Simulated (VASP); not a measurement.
# SiC (F-43m) in VASP: a series of runs, part 3 of 3

VASP 6.6.1. Earlier steps stand in the parts before.

## (4) Single point, HF

This run uses another cell than the first one, of 10.33 Å³/atom, 0.984 times its volume.

File POSCAR:

```
SiC
1.0
    0.0000000000      2.1780523525      2.1780523525
    2.1780523525      0.0000000000      2.1780523525
    2.1780523525      2.1780523525      0.0000000000
Si C
1 1
Direct
    0.0000000000      0.0000000000      0.0000000000
    0.2500000000      0.2500000000      0.2500000000
```

File INCAR.step1:

```
PREC = Accurate
ENCUT = 520
EDIFF = 1E-5
ISMEAR = 0
SIGMA = 0.01
LREAL = F
LASPH = T
NELM = 100
ALGO = Normal
ISIF = 2
LWAVE = T
NBANDS = 11
GGA = PE
```

File INCAR.step2:

```
PREC = Accurate
ENCUT = 520
EDIFF = 1E-6
ISMEAR = 0
SIGMA = 0.01
LREAL = F
LASPH = T
NELM = 100
ALGO = Normal
ISIF = 2
LWAVE = F
LCHARG = T
GGA = PE
LHFCALC = T
AEXX = 1.0
ALDAC = 0.0
AGGAC = 0.0
PRECFOCK = Normal
LELF = T
LVHAR = T
NBANDS = 11
ISTART = 1
```

File KPOINTS:

```
regular mesh
0
Gamma
  8 8 8
```

Potentials or basis: VASP PAW PBE potentials, release 64 (Si, C).

Started as:

```
cat potpaw_PBE.64/Si/POTCAR potpaw_PBE.64/C/POTCAR > POTCAR
cp INCAR.step1 INCAR
mpirun -np 1 vasp_std > vasp.out
cp INCAR.step2 INCAR
mpirun -np 1 vasp_std > vasp.out
```

OUTCAR:

```text
PREC = Accurate
   ENCUT = 520
   EDIFF = 1E-6
   ISMEAR = 0
   LREAL = F
   LASPH = T
   NELM = 100
   ISIF = 2
   GGA = PE
   LHFCALC = T
   AEXX = 1.0
   PRECFOCK = Normal
   ISTART = 1

 ion  position               nearest neighbor table
   1  0.000  0.000  0.000-   2 1.89   2 1.89   2 1.89   2 1.89
   2  0.250  0.250  0.250-   1 1.89   1 1.89   1 1.89   1 1.89

  LATTYP: Found a face centered cubic cell.
 ALAT       =     4.3561047050

  Lattice vectors:

 A1 = (   0.0000000000,   2.1780523525,   2.1780523525)
 A2 = (   2.1780523525,   0.0000000000,   2.1780523525)
 A3 = (   2.1780523525,   2.1780523525,   0.0000000000)

Analysis of symmetry for initial positions (statically):
=====================================================================
 Subroutine PRICEL returns:
 Original cell was already a primitive cell.

 Routine SETGRP: Setting up the symmetry group for a
 face centered cubic supercell.

 Subroutine GETGRP returns: Found 24 space group operations
 (whereof 24 operations were pure point group operations)
 out of a pool of 48 trial point group operations.

The static configuration has the point symmetry T_d .

Analysis of symmetry for dynamics (positions and initial velocities):
=====================================================================
 Subroutine PRICEL returns:
 Original cell was already a primitive cell.

 Routine SETGRP: Setting up the symmetry group for a
 face centered cubic supercell.

 Subroutine GETGRP returns: Found 24 space group operations
 (whereof 24 operations were pure point group operations)
 out of a pool of 48 trial point group operations.

The dynamic configuration has the point symmetry T_d .

 Subroutine INISYM returns: Found 24 space group operations
 (whereof 24 operations are pure point group operations),
 and found     1 'primitive' translations

----------------------------------------------------------------------------------------

                                     Primitive cell

  volume of cell :      20.6650

  direct lattice vectors                    reciprocal lattice vectors
     0.000000000  2.178052352  2.178052352    -0.229562893  0.229562893  0.229562893
     2.178052352  0.000000000  2.178052352     0.229562893 -0.229562893  0.229562893
     2.178052352  2.178052352  0.000000000     0.229562893  0.229562893 -0.229562893

  length of vectors
     3.080231176  3.080231176  3.080231176     0.397614595  0.397614595  0.397614595

  position of ions in fractional coordinates (direct lattice)
     0.000000000  0.000000000  0.000000000
     0.250000000  0.250000000  0.250000000

  ion indices of the primitive-cell ions
   primitive index   ion index
                 1           1
                 2           2

----------------------------------------------------------------------------------------

 KPOINTS: regular mesh

Automatic generation of k-mesh.
 Grid dimensions read from file:
 generate k-points for:    8    8    8

 Generating k-lattice:

  Cartesian coordinates                     Fractional coordinates (reciprocal lattice)
[... 42 lines left out ...]
   k-points           NKPTS =     29   k-points in BZ     NKDIM =    512   number of bands    NBANDS=     11
   number of dos      NEDOS =    301   number of ions     NIONS =      2
   total plane-waves  NPLWV =  13824
   dimension x,y,z NGX =    24 NGY =   24 NGZ =   24
   dimension x,y,z NGXF=    48 NGYF=   48 NGZF=   48
   ions per type =               1   1
   NGX,Y,Z   is equivalent  to a cutoff of  12.95, 12.95, 12.95 a.u.
   NGXF,Y,Z  is equivalent  to a cutoff of  25.91, 25.91, 25.91 a.u.
 SYSTEM =  unknown system
   PREC   = accura    normal or accurate (medium, high low for compatibility)
   ISTART =      1    job   : 0-new  1-cont  2-samecut
   ICHARG =      0    charge: 1-file 2-atom 10-const
   ISPIN  =      1    spin polarized calculation?
   LNONCOLLINEAR =      F non collinear calculations
   LSORBIT =      F    spin-orbit coupling
   LASPH  =      T    aspherical Exc in radial PAW
   ENCUT  =  520.0 eV  38.22 Ry    6.18 a.u.   5.73  5.73  5.73*2*pi/ulx,y,z
   NELM   =    100;   NELMIN=  2; NELMDL=  0     # of ELM steps
   EDIFF  = 0.1E-05   stopping-criterion for ELM
   LREAL  =      F    real-space projection
   EDIFFG = 0.1E-04   stopping-criterion for IOM
   NSW    =      0    number of steps for IOM
   IBRION =     -1    ionic relax: 0-MD 1-quasi-New 2-CG
   NFREE  =      0    steps in history (QN), initial steepest desc. (CG)
   ISIF   =      2    stress and relaxation
   ISYM   =      3    0-nonsym 1-usesym 2-fastsym
   POTIM  = 0.5000    time-step for ionic-motion
   TEBEG  =    0.0;   TEEND  =   0.0 temperature during run
   PSTRESS=    0.0 pullay stress
   NELECT =       8.0000    total number of electrons
   NUPDOWN=      -1.0000    fix difference up-down
   EMIN   =  10.00;   EMAX   =-10.00  energy-range for DOS
   EFERMI =   0.00;   METHOD = LEGACY
   ISMEAR =     0;   SIGMA  =   0.01  broadening in eV -4-tet -1-fermi 0-gaus
   EFERMI_NEDOS =   21; number of points for ismear=-14 and -15
   IALGO  =     38    algorithm
   IMIX   =      1    mixing-type and parameters
     AMIX     =   0.40;   BMIX     =  1.00
     AMIX_MAG =   1.60;   BMIX_MAG =  1.00
  volume/ion in A,a.u.               =      10.33        69.73
  Fermi-wavevector in a.u.,A,eV,Ry     =   1.193145  2.254717 19.369182  1.423595
  Thomas-Fermi vector in A             =   2.329166
   LORBIT       =      0    0 simple, 1 ext, 2 COOP (PROOUT), +10 PAW based schemes
   GGA     = PE    functional components
   LHFCALC =     T    Hartree Fock is set to
   PRECFOCK=normal    Normal, Fast or Accurate (Low or Medium for compatibility)
   ENCUT4O =  -1.0   cutoff for four orbital integrals eV
   NKREDX  =     1    reduce k-point grid by
   NKREDY  =     1    reduce k-point grid by
   NKREDZ  =     1    reduce k-point grid by
   AEXX    =    1.0000 exact exchange contribution
   HFSCREEN=    0.0000 screening length (either q_TF or 0.3 A-1)
   HFSCREENC=   0.0000 screening length for correlation (either q_TF or 0.3 A-1)
   ENCUTFOCK=  -1.0 apply spherical cutoff to Coloumb kernel
   IVDW    =     0    specifies the selected vdW correction
   LEPSILON=     F    determine dielectric tensor
   LRPA    =     F    only Hartree local field effects (RPA)
 non-spin polarized calculation
 Gauss-broadening in eV      SIGMA  =   0.01
  energy-cutoff  :      520.00
  volume of cell :       20.66
 maximum number of plane-waves:       568
  NGX = 18; NGY = 18; NGZ = 18

 number of electron       8.0000001 magnetization

 Free energy of the ion-electron system (eV)
  ---------------------------------------------------
  ext. energy  EPLUGINS =         0.00000000
  ---------------------------------------------------
  free energy    TOTEN  =       -25.69807792 eV

  energy without entropy =      -25.69807792  energy(sigma->0) =      -25.69807792

 E-fermi :   5.3639     XC(G=0):   0.0000

 val. band max:        5.3138512281   @ k =   0.0000   0.0000   0.0000
 cond. band min:      14.0422040674   @ k =   0.5000   0.5000   0.0000
 fundamental gap:      8.7283528393
 Fermi energy:         5.3639244012

 k-point     1 :       0.0000    0.0000    0.0000
  band No.  band energies     occupation
      1     -16.2030      2.00000
      2       5.3139      2.00000
      3       5.3139      2.00000
      4       5.3139      2.00000
      5      20.5119      0.00000
      6      21.2796      0.00000
      7      21.2796      0.00000
      8      21.2796      0.00000
      9      29.7077      0.00000
     10      29.7077      0.00000
     11      31.5758      0.00000
[... 309 lines left out ...]
 k-point    24 :      -0.3750    0.2500    0.1250
  band No.  band energies     occupation
      1     -10.7718      2.00000
      2      -5.2278      2.00000
      3       0.3802      2.00000
      4       2.3695      2.00000
      5      18.7897      0.00000
      6      21.3149      0.00000
      7      25.0621      0.00000
      8      26.3478      0.00000
      9      29.0018      0.00000
     10      32.0913      0.00000
     11      35.1635      0.00000

 [... further k-points ...]
[... 5 lines left out ...]
  --------------------------------------------------------------------------------------
  -------------------------------------------------------------------------------------
  Total        0.0638826      0.0638826      0.0638826     -0.0000000      0.0000000     -0.0000000
  in kB        4.9528832      4.9528832      4.9528832     -0.0000000      0.0000000     -0.0000000
  external PRESSURE =       4.9528832 kB  Pullay stress =       0.0000000 kB

 VOLUME and BASIS-vectors are now :
 -----------------------------------------------------------------------------
  energy-cutoff  :      520.00
  volume of cell :       20.66
      direct lattice vectors                 reciprocal lattice vectors
     0.000000000  2.178052352  2.178052352    -0.229562893  0.229562893  0.229562893
     2.178052352  0.000000000  2.178052352     0.229562893 -0.229562893  0.229562893
     2.178052352  2.178052352  0.000000000     0.229562893  0.229562893 -0.229562893

 POSITION                                       TOTAL-FORCE (eV/Angst)
 -----------------------------------------------------------------------------------
      0.00000      0.00000      0.00000         0.000000      0.000000     -0.000000
      1.08903      1.08903      1.08903        -0.000000     -0.000000      0.000000
 -----------------------------------------------------------------------------------
    total drift:                               -0.000000      0.000000      0.000000

  FREE ENERGIE OF THE ION-ELECTRON SYSTEM (eV)
  ---------------------------------------------------
  free  energy   TOTEN  =       -25.6980779246 eV

  energy  without entropy=      -25.6980779246  energy(sigma->0) =      -25.69807792
```

OSZICAR.step1:

```text
N       E                     dE             d eps       ncg     rms          rms(c)
DAV:   1     0.304204845293E+01    0.30420E+01   -0.39471E+03   670   0.607E+02
DAV:   2    -0.163230900151E+02   -0.19365E+02   -0.18623E+02   822   0.108E+02
DAV:   3    -0.169132329831E+02   -0.59014E+00   -0.58897E+00   782   0.156E+01
DAV:   4    -0.169155637954E+02   -0.23308E-02   -0.23306E-02   733   0.123E+00
DAV:   5    -0.169155750583E+02   -0.11263E-04   -0.11263E-04   782   0.785E-02    0.883E+00
DAV:   6    -0.151139537109E+02    0.18016E+01   -0.64952E+00   716   0.114E+01    0.391E+00
DAV:   7    -0.150635933135E+02    0.50360E-01   -0.38348E-01   764   0.354E+00    0.179E+00
DAV:   8    -0.150558655255E+02    0.77278E-02   -0.20188E-02   722   0.946E-01    0.171E-01
DAV:   9    -0.150559780670E+02   -0.11254E-03   -0.15972E-03   791   0.229E-01    0.113E-01
DAV:  10    -0.150560882183E+02   -0.11015E-03   -0.23624E-04   713   0.933E-02    0.261E-02
DAV:  11    -0.150560904095E+02   -0.21912E-05   -0.41994E-05   758   0.336E-02
   1 F= -.15056090E+02 E0= -.15056090E+02  d E =-.468450E-15
```

It took 29 min on 1 thread of AMD EPYC 7R13 (Zen 3), shared host; peak memory 0.12 GiB.

What came out:

| Property | Result |
| --- | --- |
| Free energy | -25.6981 eV |
| Pressure | 0.5 GPa |
| Band gap on the k mesh | 8.73 eV, indirect (least direct gap 13.06 eV) |

Levels at points of the mesh, in eV from the valence-band top:
```csv
k point,band 2,band 3,band 4,band 5,band 6,band 7
"(0.00, 0.00, 0.00)",0.00,0.00,0.00,15.20,15.97,15.97
"(0.50, 0.00, 0.00)",-11.51,-1.46,-1.46,13.88,15.85,15.85
"(0.50, 0.50, 0.00)",-10.60,-4.33,-4.33,8.73,12.20,25.17
```

Caveat: the PAW data sets were made with another functional, which shifts forces and pressure a little.

## (5) The runs side by side

| task | level | potentials or basis | cell | k mesh | cutoff (eV) | smearing | grid for exact exchange (PRECFOCK) | gap on the mesh (eV) | pressure (GPa) |
| --- | --- | --- | --- | --- | --- | --- | --- | --- | --- |
| relaxation of cell and atoms | LDA | VASP PAW LDA potentials, release 64 (Si, C) | relaxed from a = 3.097 Å, angles 60.0°, 2 atoms | 10 × 10 × 10 | 600 | fermi-dirac 0.02 eV | - | 1.29 | -0.1 |
| single point | PBE0 | VASP PAW PBE potentials, release 64 (Si, C) | a = 3.080 Å, angles 60.0°, 2 atoms | 8 × 8 × 8 | 520 | gaussian 0.01 eV | Normal | 2.96 | -1.7 |
| single point | HF | VASP PAW PBE potentials, release 64 (Si, C) | a = 3.080 Å, angles 60.0°, 2 atoms | 8 × 8 × 8 | 520 | gaussian 0.01 eV | Normal | 8.73 | 0.5 |

Alike in all rows: no spin polarisation.

Caveats: the PAW data sets were made with another functional, which shifts forces and pressure a little (some runs).

Absolute energies hang on the potentials; compare differences alone.
